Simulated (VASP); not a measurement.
# La (P6_3/mmc) in VASP: further runs

Runs on La. Level: PBEsol. Tasks: single point.

Everything below comes from runs of VASP 6.6.1. Logs are shortened: lines on timing, memory, paths and dates and some standing lists are left out, and cuts for length are marked.

## Step 1: The cell of the first run

The structure is hexagonal, space group P6_3/mmc (No. 194). Conventional cell: a = 3.660 Å, b = 3.660 Å, c = 5.979 Å, α = 90.00°, β = 90.00°, γ = 120.00°. La (site symmetry -6m2) has 12 La at 3.66 Å within 4.8 Å.

## Step 2: Single point, PBEsol (34.68 Å³/atom)

Contents of INCAR:

```
ALGO = Normal ; EDIFF = 1E-7
ENCUT = 520 ; GGA = PS
ISIF = 2 ; ISMEAR = -1
LASPH = T ; LCHARG = F
LREAL = F ; LWAVE = F
NBANDS = 18 ; NELM = 100
PREC = Accurate ; SIGMA = 0.1
```

Contents of KPOINTS:

```
k-points
0
Gamma
  11 11 6
```

Contents of POSCAR:

```
La
1.0
    3.6600258742      0.0000000000      0.0000000000
   -1.8300129371      3.1696753856      0.0000000000
    0.0000000000      0.0000000000      5.9791033495
La
2
Direct
    0.3333333333      0.6666666667      0.2500000000
    0.6666666667      0.3333333333      0.7500000000
```

Potentials or basis: VASP PAW PBE potentials, release 64 (La).

Launch:

```console
$ cat potpaw_PBE.64/La/POTCAR > POTCAR
$ mpirun -np 1 vasp_std > vasp.out
```

OUTCAR:

```text
EDIFF = 1E-7
   ENCUT = 520
   GGA = PS
   ISIF = 2
   ISMEAR = -1
   LASPH = T
   LREAL = F
   NELM = 100
   PREC = Accurate

 ion  position               nearest neighbor table
   1  0.333  0.667  0.250-   2 3.66   2 3.66   2 3.66   2 3.66   2 3.66   2 3.66
   2  0.667  0.333  0.750-   1 3.66   1 3.66   1 3.66   1 3.66   1 3.66   1 3.66

  LATTYP: Found a hexagonal cell.
 ALAT       =     3.6600258742
 C/A-ratio  =     1.6336232461

  Lattice vectors:

 A1 = (   3.6600258742,   0.0000000000,   0.0000000000)
 A2 = (  -1.8300129371,   3.1696753856,   0.0000000000)
 A3 = (   0.0000000000,   0.0000000000,   5.9791033495)

Analysis of symmetry for initial positions (statically):
=====================================================================
 Subroutine PRICEL returns:
 Original cell was already a primitive cell.

 Routine SETGRP: Setting up the symmetry group for a
 hexagonal supercell.

 Subroutine GETGRP returns: Found 24 space group operations
 (whereof 12 operations were pure point group operations)
 out of a pool of 24 trial point group operations.

The static configuration has the point symmetry D_3d.
 The point group associated with its full space group is D_6h.

Analysis of symmetry for dynamics (positions and initial velocities):
=====================================================================
 Subroutine PRICEL returns:
 Original cell was already a primitive cell.

 Routine SETGRP: Setting up the symmetry group for a
 hexagonal supercell.

 Subroutine GETGRP returns: Found 24 space group operations
 (whereof 12 operations were pure point group operations)
 out of a pool of 24 trial point group operations.

The dynamic configuration has the point symmetry D_3d.
 The point group associated with its full space group is D_6h.

 Subroutine INISYM returns: Found 24 space group operations
 (whereof 12 operations are pure point group operations),
 and found     1 'primitive' translations

----------------------------------------------------------------------------------------

                                     Primitive cell

  volume of cell :      69.3641

  direct lattice vectors                    reciprocal lattice vectors
     3.660025874  0.000000000  0.000000000     0.273222112  0.157744860  0.000000000
    -1.830012937  3.169675386  0.000000000     0.000000000  0.315489720  0.000000000
[... 75 lines left out ...]
 SYSTEM =  unknown system
   PREC   = accura    normal or accurate (medium, high low for compatibility)
   ISTART =      0    job   : 0-new  1-cont  2-samecut
   ICHARG =      2    charge: 1-file 2-atom 10-const
   ISPIN  =      1    spin polarized calculation?
   LNONCOLLINEAR =      F non collinear calculations
   LSORBIT =      F    spin-orbit coupling
   LASPH  =      T    aspherical Exc in radial PAW
   ENCUT  =  520.0 eV  38.22 Ry    6.18 a.u.   6.81  6.81 11.12*2*pi/ulx,y,z
   NELM   =    100;   NELMIN=  2; NELMDL= -5     # of ELM steps
   EDIFF  = 0.1E-06   stopping-criterion for ELM
   LREAL  =      F    real-space projection
   EDIFFG = 0.1E-05   stopping-criterion for IOM
   NSW    =      0    number of steps for IOM
   IBRION =     -1    ionic relax: 0-MD 1-quasi-New 2-CG
   NFREE  =      0    steps in history (QN), initial steepest desc. (CG)
   ISIF   =      2    stress and relaxation
   ISYM   =      2    0-nonsym 1-usesym 2-fastsym
   POTIM  = 0.5000    time-step for ionic-motion
   TEBEG  =    0.0;   TEEND  =   0.0 temperature during run
   PSTRESS=    0.0 pullay stress
   NELECT =      22.0000    total number of electrons
   NUPDOWN=      -1.0000    fix difference up-down
   EMIN   =  10.00;   EMAX   =-10.00  energy-range for DOS
   EFERMI =   0.00;   METHOD = LEGACY
   ISMEAR =    -1;   SIGMA  =   0.10  broadening in eV -4-tet -1-fermi 0-gaus
   EFERMI_NEDOS =   21; number of points for ismear=-14 and -15
   IALGO  =     38    algorithm
   IMIX   =      4    mixing-type and parameters
     AMIX     =   0.40;   BMIX     =  1.00
     AMIX_MAG =   1.60;   BMIX_MAG =  1.00
  volume/ion in A,a.u.               =      34.68       234.05
  Fermi-wavevector in a.u.,A,eV,Ry     =   1.116445  2.109775 16.958979  1.246450
  Thomas-Fermi vector in A             =   2.253059
   LORBIT       =      0    0 simple, 1 ext, 2 COOP (PROOUT), +10 PAW based schemes
   GGA     = PS    functional components
   LHFCALC =     F    Hartree Fock is set to
   AEXX    =    0.0000 exact exchange contribution
   IVDW    =     0    specifies the selected vdW correction
   LEPSILON=     F    determine dielectric tensor
   LRPA    =     F    only Hartree local field effects (RPA)
 non-spin polarized calculation
  energy-cutoff  :      520.00
  volume of cell :       69.36
 maximum number of plane-waves:      1880
 NGX is ok and might be reduce to    28
   NGX = 13   NGY = 13   NGZ = 23

 number of electron      22.0000001 magnetization

 Free energy of the ion-electron system (eV)
  ---------------------------------------------------
  ext. energy  EPLUGINS =         0.00000000
  ---------------------------------------------------
  free energy    TOTEN  =       -10.68034151 eV

  energy without entropy =      -10.56249380  energy(sigma->0) =      -10.62141766

 E-fermi :   8.3892     XC(G=0):  -9.9665

 val. band max:        8.3830034860   @ k =   0.1818   0.0909   0.0000
 cond. band min:       8.3996091038   @ k =   0.3636   0.0000   0.3333
 fundamental gap:      0.0166056177
 Fermi energy:         8.3891542805

 k-point     1 :       0.0000    0.0000    0.0000
  band No.  band energies     occupation
      1     -24.3530      2.00000
      2     -24.0956      2.00000
      3      -8.8328      2.00000
      4      -7.3524      2.00000
      5      -7.3524      2.00000
      6      -7.1364      2.00000
[... 481 lines left out ...]
      5      -7.8555      2.00000
      6      -7.5323      2.00000
[... 10 lines left out ...]
     17      10.3359      0.00000
     18      10.4286      0.00000

 [... further k-points ...]
[... 5 lines left out ...]
  --------------------------------------------------------------------------------------
  -------------------------------------------------------------------------------------
  Total        0.0073207      0.0073207     -0.0421252      0.0000000     -0.0000000     -0.0000000
  in kB        0.1690938      0.1690938     -0.9730112      0.0000000     -0.0000000     -0.0000000
  external PRESSURE =      -0.2116079 kB  Pullay stress =       0.0000000 kB

 VOLUME and BASIS-vectors are now :
 -----------------------------------------------------------------------------
  energy-cutoff  :      520.00
  volume of cell :       69.36
      direct lattice vectors                 reciprocal lattice vectors
     3.660025874  0.000000000  0.000000000     0.273222112  0.157744860  0.000000000
    -1.830012937  3.169675386  0.000000000     0.000000000  0.315489720  0.000000000
     0.000000000  0.000000000  5.979103349     0.000000000  0.000000000  0.167249158

 POSITION                                       TOTAL-FORCE (eV/Angst)
 -----------------------------------------------------------------------------------
     -0.00000      2.11312      1.49478         0.000000     -0.000000      0.000000
      1.83001      1.05656      4.48433        -0.000000      0.000000      0.000000
 -----------------------------------------------------------------------------------
    total drift:                               -0.000000      0.000000     -0.000000

  FREE ENERGIE OF THE ION-ELECTRON SYSTEM (eV)
  ---------------------------------------------------
  free  energy   TOTEN  =       -10.6803415131 eV

  energy  without entropy=      -10.5624937988  energy(sigma->0) =      -10.62141766
```

OSZICAR:

```text
N       E                     dE             d eps       ncg     rms          rms(c)
DAV:   1     0.248394981841E+03    0.24839E+03   -0.81145E+03  2304   0.169E+03
DAV:   2     0.264969221076E+02   -0.22190E+03   -0.21850E+03  3272   0.310E+02
DAV:   3    -0.715201988429E+01   -0.33649E+02   -0.32665E+02  3854   0.138E+02
DAV:   4    -0.104228930439E+02   -0.32709E+01   -0.32271E+01  4542   0.371E+01
DAV:   5    -0.106950907205E+02   -0.27220E+00   -0.27120E+00  3752   0.104E+01    0.342E+00
DAV:   6    -0.107011775044E+02   -0.60868E-02   -0.54002E-01  4600   0.490E+00    0.173E+00
DAV:   7    -0.106821076142E+02    0.19070E-01   -0.42940E-02  3872   0.130E+00    0.553E-01
DAV:   8    -0.106801935173E+02    0.19141E-02   -0.76509E-03  4592   0.621E-01    0.865E-02
DAV:   9    -0.106802871914E+02   -0.93674E-04   -0.68294E-04  3944   0.174E-01    0.408E-02
DAV:  10    -0.106803171243E+02   -0.29933E-04   -0.15275E-04  4464   0.747E-02    0.332E-02
DAV:  11    -0.106803301110E+02   -0.12987E-04   -0.25687E-05  4024   0.353E-02    0.220E-02
DAV:  12    -0.106803412428E+02   -0.11132E-04   -0.60203E-05  4112   0.584E-02    0.509E-03
DAV:  13    -0.106803414259E+02   -0.18310E-06   -0.54940E-06  4384   0.215E-02    0.163E-03
DAV:  14    -0.106803415323E+02   -0.10642E-06   -0.67374E-07  3992   0.613E-03    0.688E-04
DAV:  15    -0.106803415131E+02    0.19193E-07   -0.69308E-08  3032   0.280E-03
   1 F= -.10680342E+02 E0= -.10621418E+02  d E =-.117848E+00
```

stdout:

```text
POSCAR found type information on POSCAR La
 POSCAR found :  1 types and       2 ions
 scaLAPACK will be used
 -----------------------------------------------------------------------------
|                                                                             |
|                                                                             |
|     You enforced a specific xc type in the INCAR file but a different       |
|     I HOPE YOU KNOW WHAT YOU ARE DOING!                                     |
|                                                                             |
 -----------------------------------------------------------------------------

 LDA part: xc-table for (Slater+PW92), standard interpolation
 POSCAR, INCAR and KPOINTS ok, starting setup
 FFT: planning ... GRIDC
 FFT: planning ... GRID_SOFT
 FFT: planning ... GRID
 WAVECAR not read
 entering main loop
```

Wall time 81 s (1 thread of Intel Xeon Platinum 8488C (Sapphire Rapids), shared host); peak memory 0.23 GiB.

What came out:

```
Free energy            : -10.6803 eV
Pressure               : 0.0 GPa
Band gap on the k mesh : zero (bands 11 and 12 overlap by 1.58 eV)
```

Stress tensor (GPa, compression positive):
```
 0.02  0.00  0.00
 0.00  0.02  0.00
 0.00  0.00 -0.10
```

Levels at points of the mesh, in eV from the Fermi level:
```
           k point  band 9  band 10  band 11  band 12  band 13  band 14
(0.00, 0.00, 0.00)   -3.18    -1.85     1.10     1.39     1.39     1.66
(0.00, 0.00, 0.50)   -1.83    -1.83     0.65     0.65     1.45     1.45
```

Caveat: the PAW data sets were made with another functional, which shifts forces and pressure a little; spin-orbit coupling is left out, which moves the levels of the heavy elements.

(Continued in part 2 of 2.)
